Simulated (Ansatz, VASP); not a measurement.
Two plane-wave programs on ZnO

```
CELL_PARAMETERS angstrom
3.27939 0.00000 0.00000
-1.63970 2.84004 0.00000
0.00000 0.00000 5.29323
ATOMIC_POSITIONS crystal
Zn 0.66667 0.33333 0.50060
Zn 0.33333 0.66667 0.00060
O 0.66667 0.33333 0.87971
O 0.33333 0.66667 0.37971
```

Alike in both runs: functional PBE; k mesh 12 × 12 × 6; occupations gaussian, width 0.02 eV; no spin polarisation.

Ansatz relaxed the structure, and its values are those at the end. VASP's run is a single point on that final structure, the one shown.

```csv
,VASP,Ansatz
version,VASP 6.6.1,Ansatz 0.2.0
potentials or method,"VASP PAW PBE potentials, release 64 (Zn, O), cutoff 520 eV","scalar-relativistic, plane waves, PAW"
valence electrons in the cell,36,36
```

```csv
,VASP,Ansatz,Ansatz less VASP
gap on the k mesh at the Fermi level (eV),0.73,0.74,+0.016
least direct gap on the mesh (eV),0.73,0.74,+0.016
pressure (GPa),0.9,0.0,-0.89
```
